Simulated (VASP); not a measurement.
Wanted: the native input for a VASP 6.6.1 run.

```yaml
Task: single point
Functional: PBE
Potentials_or_basis: VASP PAW PBE potentials, release 64 (Ga_d, Sb)
Cutoff: 520 eV
k_mesh: 14 × 14 × 14
Occupations: gaussian, width 0.15 eV
Spin: no spin polarisation
Dipole_correction: no
Further_INCAR_settings: ALGO = Normal; EDIFF = 1e-07; NBANDS = 16
```

The structure of GaSb lies in POSCAR:

```
GaSb
1.0
    0.0000000000      3.0763401688      2.9951710338
    2.9951710338      0.0000000000      2.9951710338
    2.9951710338      3.0763401688      0.0000000000
Ga Sb
1 1
Direct
    0.0000000000      0.0000000000      0.0000000000
    0.7500000000      0.7500000000      0.7500000000
```

The input as run:

INCAR

```
ALGO = Normal ; EDIFF = 1E-7
ENCUT = 520 ; GGA = PE
ISIF = 2 ; ISMEAR = 0
LASPH = T ; LCHARG = T
LELF = T ; LREAL = F
LVHAR = T ; LWAVE = F
NBANDS = 16 ; NELM = 100
PREC = Accurate ; SIGMA = 0.15
```

KPOINTS

```
k-points
0
Gamma
  14 14 14
```

Potentials or basis: VASP PAW PBE potentials, release 64 (Ga_d, Sb).

The run is started by

```console
$ cat potpaw_PBE.64/Ga_d/POTCAR potpaw_PBE.64/Sb/POTCAR > POTCAR
$ mpirun -np 1 vasp_std > vasp.out
```

It gave:

- Pressure: 4.6 GPa
- Band gap on the k mesh: 0.24 eV

Caveat: the cell stands under pressure; spin-orbit coupling is left out, which moves the levels of the heavy elements.

Wall time 57 s on 1 thread of Intel(R) Xeon(R) 6975P-C (Granite Rapids) (shared host), peak memory 0.35 GiB.
